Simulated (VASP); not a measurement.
Wanted: the native input for a VASP 6.6.1 run.

| Item | Value |
| --- | --- |
| Task | single point |
| Functional | PBEsol |
| Potentials or basis | VASP PAW PBE potentials, release 64 (Os) |
| Cutoff | 520 eV |
| k mesh | 11 × 11 × 6 |
| Occupations | fermi-dirac, width 0.05 eV |
| Spin | no spin polarisation |
| Dipole correction | no |
| Further INCAR settings | ALGO = Normal; EDIFF = 1e-06; NBANDS = 15 |

The structure of Os lies in POSCAR:

```
Os
1.0
    2.7280947040      0.0000000000      0.0000000000
   -1.3640473520      2.3625993176      0.0000000000
    0.0000000000      0.0000000000      4.3115549177
Os
2
Direct
    0.6666666667      0.3333333333      0.7500000000
    0.3333333333      0.6666666667      0.2500000000
```

These files were run (other wordings do the same):

INCAR

```
PREC = Accurate
ENCUT = 520
EDIFF = 1E-6
ISMEAR = -1
SIGMA = 0.05
LREAL = False
LASPH = True
NELM = 100
ALGO = Normal
ISIF = 2
LWAVE = False
LCHARG = False
GGA = PS
NBANDS = 15
```

KPOINTS

```
regular mesh
0
Gamma
  11 11 6
```

Potentials or basis: VASP PAW PBE potentials, release 64 (Os).

The run is started by

```console
$ cat potpaw_PBE.64/Os/POTCAR > POTCAR
$ mpirun -np 1 vasp_std > vasp.out
```

It gave:

| Property | Result |
| --- | --- |
| Pressure | 0.5 GPa |
| Band gap on the k mesh | zero (band 8 reaches 11.54 eV, above the bottom of band 9 at 7.60 eV) |

Caveat: the PAW data sets were made with another functional, which shifts forces and pressure a little; spin-orbit coupling is left out, which moves the levels of the heavy elements.

Run time: 12 s on 1 thread of Intel(R) Xeon(R) Platinum 8488C (Sapphire Rapids), on a shared host, peak memory 0.14 GiB.
